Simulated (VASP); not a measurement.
# Na2CuBiBr6 (Fm-3m) in VASP: single point with PBE

Aim: the single point of Na2CuBiBr6 with PBE.

Everything below comes from runs of VASP 6.6.1. Logs are shortened: lines on timing, memory, paths and dates and some standing lists are left out, and cuts for length are marked.

**1. The cell of the first run**

Symmetry: Fm-3m, No. 225, cubic system. The conventional cell has a = 10.959 Å, b = 10.959 Å, c = 10.959 Å, α = 90.00°, β = 90.00°, γ = 90.00°. Na (site symmetry -43m) has 12 Br at 3.88 Å and 4 Bi at 4.75 Å and 4 Cu at 4.75 Å within 5.1 Å. Within 3.5 Å of Cu (site symmetry m-3m) lie 6 Br at 2.62 Å. Bi (site symmetry m-3m) has 6 Br at 2.86 Å within 3.8 Å. Br (site symmetry 4mm) has 1 Cu at 2.62 Å and 1 Bi at 2.86 Å within 3.5 Å.

**2. Single point, PBE**

File INCAR:

```
ALGO     = Normal         # electronic algorithm
EDIFF    = 1E-6           # SCF threshold, eV
ENCUT    = 520            # plane-wave cutoff, eV
GGA      = PE             # functional
ISIF     = 2              # what is computed and relaxed
ISMEAR   = 1              # smearing method
LASPH    = True           # aspherical terms in the spheres
LCHARG   = False          # write CHGCAR
LREAL    = False          # projectors in reciprocal space
LWAVE    = False          # write WAVECAR
NBANDS   = 52             # bands
NELM     = 100            # most SCF steps
PREC     = Accurate       # precision mode
SIGMA    = 0.02           # smearing width, eV
```

File KPOINTS:

```
k-points
0
Gamma
  3 3 3
```

File POSCAR:

```
Na2CuBiBr6
1.0
    0.0000000000      5.4794490000      5.4794490000
    5.4794490000      0.0000000000      5.4794490000
    5.4794490000      5.4794490000      0.0000000000
Na Cu Bi Br
2 1 1 6
Direct
    0.7500000000      0.7500000000      0.7500000000
    0.2500000000      0.2500000000      0.2500000000
    0.5000000000      0.5000000000      0.5000000000
    0.0000000000      0.0000000000      0.0000000000
    0.7388369999      0.2611630001      0.2611630001
    0.2611630001      0.2611630001      0.7388369999
    0.2611630001      0.7388369999      0.7388369999
    0.2611630001      0.7388369999      0.2611630001
    0.7388369999      0.2611630001      0.7388369999
    0.7388369999      0.7388369999      0.2611630001
```

Potentials or basis: VASP PAW PBE potentials, release 64 (Na_pv, Cu, Bi_d, Br).

On the command line:

```bash
$ cat potpaw_PBE.64/Na_pv/POTCAR potpaw_PBE.64/Cu/POTCAR potpaw_PBE.64/Bi_d/POTCAR potpaw_PBE.64/Br/POTCAR > POTCAR
$ mpirun -np 1 vasp_std > vasp.out
```

OUTCAR:

```text
EDIFF = 1E-6
   ENCUT = 520
   GGA = PE
   ISIF = 2
   ISMEAR = 1
   LASPH = True
   LREAL = False
   NELM = 100
   PREC = Accurate

 ion  position               nearest neighbor table
   1  0.750  0.750  0.750-
   2  0.250  0.250  0.250-
   3  0.500  0.500  0.500-   5 2.62   6 2.62   7 2.62   8 2.62   9 2.62  10 2.62
   4  0.000  0.000  0.000-   5 2.86   6 2.86   7 2.86   8 2.86   9 2.86  10 2.86
   5  0.739  0.261  0.261-   3 2.62   4 2.86
   6  0.261  0.261  0.739-   3 2.62   4 2.86
   7  0.261  0.739  0.739-   3 2.62   4 2.86
   8  0.261  0.739  0.261-   3 2.62   4 2.86
   9  0.739  0.261  0.739-   3 2.62   4 2.86
  10  0.739  0.739  0.261-   3 2.62   4 2.86

  LATTYP: Found a face centered cubic cell.
 ALAT       =    10.9588980000

  Lattice vectors:

 A1 = (   0.0000000000,   5.4794490000,   5.4794490000)
 A2 = (   5.4794490000,   0.0000000000,   5.4794490000)
 A3 = (   5.4794490000,   5.4794490000,   0.0000000000)

Analysis of symmetry for initial positions (statically):
=====================================================================
 Subroutine PRICEL returns:
 Original cell was already a primitive cell.

 Routine SETGRP: Setting up the symmetry group for a
 face centered cubic supercell.

 Subroutine GETGRP returns: Found 48 space group operations
 (whereof 48 operations were pure point group operations)
 out of a pool of 48 trial point group operations.

The static configuration has the point symmetry O_h .

Analysis of symmetry for dynamics (positions and initial velocities):
=====================================================================
 Subroutine PRICEL returns:
 Original cell was already a primitive cell.

 Routine SETGRP: Setting up the symmetry group for a
 face centered cubic supercell.

 Subroutine GETGRP returns: Found 48 space group operations
 (whereof 48 operations were pure point group operations)
 out of a pool of 48 trial point group operations.

The dynamic configuration has the point symmetry O_h .

 Subroutine INISYM returns: Found 48 space group operations
 (whereof 48 operations are pure point group operations),
 and found     1 'primitive' translations

----------------------------------------------------------------------------------------

                                     Primitive cell

[... 91 lines left out ...]
   ISIF   =      2    stress and relaxation
   ISYM   =      2    0-nonsym 1-usesym 2-fastsym
   POTIM  = 0.5000    time-step for ionic-motion
   TEBEG  =    0.0;   TEEND  =   0.0 temperature during run
   PSTRESS=    0.0 pullay stress
   NELECT =      82.0000    total number of electrons
   NUPDOWN=      -1.0000    fix difference up-down
   EMIN   =  10.00;   EMAX   =-10.00  energy-range for DOS
   EFERMI =   0.00;   METHOD = LEGACY
   ISMEAR =     1;   SIGMA  =   0.02  broadening in eV -4-tet -1-fermi 0-gaus
   EFERMI_NEDOS =   21; number of points for ismear=-14 and -15
   IALGO  =     38    algorithm
   IMIX   =      4    mixing-type and parameters
     AMIX     =   0.40;   BMIX     =  1.00
     AMIX_MAG =   1.60;   BMIX_MAG =  1.00
  volume/ion in A,a.u.               =      32.90       222.04
  Fermi-wavevector in a.u.,A,eV,Ry     =   1.030226  1.946845 14.440759  1.061366
  Thomas-Fermi vector in A             =   2.164314
   LORBIT       =      0    0 simple, 1 ext, 2 COOP (PROOUT), +10 PAW based schemes
   GGA     = PE    functional components
   LHFCALC =     F    Hartree Fock is set to
   AEXX    =    0.0000 exact exchange contribution
   IVDW    =     0    specifies the selected vdW correction
   LEPSILON=     F    determine dielectric tensor
   LRPA    =     F    only Hartree local field effects (RPA)
 non-spin polarized calculation
 Methfessel and Paxton  Order N= 1 SIGMA  =   0.02
  energy-cutoff  :      520.00
  volume of cell :      329.03
 maximum number of plane-waves:      8888
 NGX is ok and might be reduce to    60
   NGX = 29   NGY = 29   NGZ = 29

 number of electron      81.9999989 magnetization

 Free energy of the ion-electron system (eV)
  ---------------------------------------------------
  ext. energy  EPLUGINS =         0.00000000
  ---------------------------------------------------
  free energy    TOTEN  =       -28.36594058 eV

  energy without entropy =      -28.36686657  energy(sigma->0) =      -28.36624925

 E-fermi :   1.1504     XC(G=0):  -7.6562

 val. band max:        1.1390308342   @ k =   0.0000   0.0000   0.0000
 cond. band min:       2.3592244012   @ k =   0.3333   0.0000   0.0000
 fundamental gap:      1.2201935670
 Fermi energy:         1.1503781224

 k-point     1 :       0.0000    0.0000    0.0000
  band No.  band energies     occupation
      1     -23.6947      2.00000
      2     -23.6947      2.00000
      3     -23.6947      2.00000
      4     -23.6946      2.00000
      5     -23.6946      2.00000
      6     -23.6946      2.00000
[... 209 lines left out ...]
     51       6.9110      0.00000
     52       7.0787      0.00000

------------------------ aborting loop because EDIFF is reached ----------------------------------------

  FORCE on cell =-STRESS in cart. coord.  units (eV):
  Direction    XX          YY          ZZ          XY          YZ          ZX
  --------------------------------------------------------------------------------------
  -------------------------------------------------------------------------------------
  Total        0.2490494      0.2490494      0.2490494      0.0000000      0.0000000     -0.0000000
  in kB        1.2127055      1.2127055      1.2127055      0.0000000      0.0000000     -0.0000000
  external PRESSURE =       1.2127055 kB  Pullay stress =       0.0000000 kB

 VOLUME and BASIS-vectors are now :
 -----------------------------------------------------------------------------
  energy-cutoff  :      520.00
  volume of cell :      329.03
      direct lattice vectors                 reciprocal lattice vectors
     0.000000000  5.479449000  5.479449000    -0.091250051  0.091250051  0.091250051
     5.479449000  0.000000000  5.479449000     0.091250051 -0.091250051  0.091250051
     5.479449000  5.479449000  0.000000000     0.091250051  0.091250051 -0.091250051

 POSITION                                       TOTAL-FORCE (eV/Angst)
 -----------------------------------------------------------------------------------
      8.21917      8.21917      8.21917        -0.000000     -0.000000      0.000000
      2.73972      2.73972      2.73972         0.000000     -0.000000      0.000000
      5.47945      5.47945      5.47945        -0.000000      0.000000      0.000000
      0.00000      0.00000      0.00000        -0.000000      0.000000      0.000000
      2.86206      5.47945      5.47945         0.012197      0.000000      0.000000
      5.47945      5.47945      2.86206        -0.000000      0.000000      0.012197
      8.09684      5.47945      5.47945        -0.012197      0.000000      0.000000
      5.47945      2.86206      5.47945        -0.000000      0.012197      0.000000
      5.47945      8.09684      5.47945        -0.000000     -0.012197      0.000000
      5.47945      5.47945      8.09684        -0.000000      0.000000     -0.012197
 -----------------------------------------------------------------------------------
    total drift:                               -0.000000      0.000000      0.000000

  FREE ENERGIE OF THE ION-ELECTRON SYSTEM (eV)
  ---------------------------------------------------
  free  energy   TOTEN  =       -28.3659405833 eV

  energy  without entropy=      -28.3668665744  energy(sigma->0) =      -28.36624925
```

It took 1.8 min on 1 thread of Intel Xeon Platinum 8259CL at 2.50GHz (Skylake/Cascade Lake), shared host; peak memory 0.54 GiB.

Results:

- Free energy: -28.3659 eV
- Pressure: 0.1 GPa
- Largest force: 0.012 eV/Å
- Band gap on the k mesh: 1.22 eV, indirect (least direct gap 1.71 eV)

Forces on the atoms (eV/Å):
```
Na   0.000  0.000  0.000
Na   0.000  0.000  0.000
Cu   0.000  0.000  0.000
Bi   0.000  0.000  0.000
Br   0.012  0.000  0.000
Br   0.000  0.000  0.012
Br  -0.012  0.000  0.000
Br   0.000  0.012  0.000
Br   0.000 -0.012  0.000
Br   0.000  0.000 -0.012
```

Caveat: spin-orbit coupling is left out, which moves the levels of the heavy elements. A k mesh can miss the band edges.
